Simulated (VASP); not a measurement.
Write the native input for VASP 6.6.1 that does the following.

* Task: single point
* Functional: LDA
* Potentials or basis: VASP PAW LDA potentials, release 64 (Na_pv)
* Cutoff: 520 eV
* k mesh: 18 × 18 × 18
* Occupations: gaussian, width 0.15 eV
* Spin: no spin polarisation
* Dipole correction: no
* Further INCAR settings: ALGO = Fast; EDIFF = 1e-07; NBANDS = 10

The structure of Na lies in POSCAR:

```
Na
1.0
   -1.8102542474      1.8102542474      2.6437500000
    1.8102542474     -1.8102542474      2.6437500000
    1.8102542474      1.8102542474     -2.6437500000
Na
1
Direct
    0.0000000000      0.0000000000      0.0000000000
```

One way to write it, as run:

INCAR

```
SYSTEM = Na
  PREC = Accurate
  ENCUT = 520
  EDIFF = 1E-7
  ISMEAR = 0
  SIGMA = 0.15
  LREAL = .FALSE.
  LASPH = .TRUE.
  NELM = 60
  ALGO = Fast
  ISIF = 2
  LWAVE = .FALSE.
  LCHARG = .FALSE.
  NBANDS = 10
```

KPOINTS

```
regular mesh
0
G
  18 18 18
  0 0 0
```

Potentials or basis: VASP PAW LDA potentials, release 64 (Na_pv).

Launch:

```sh
$ cat potpaw_LDA.64/Na_pv/POTCAR > POTCAR
$ mpirun -np 1 vasp_std > vasp.out
```

Results of the run:

```
Pressure               : -0.3 GPa
Band gap on the k mesh : zero (an odd number of electrons rules out a gap without spin polarisation)
```

It took 81 s on 1 thread of AMD EPYC 9R45 96-Core Processor (Zen 5), with other jobs on the host, peak memory 0.21 GiB.
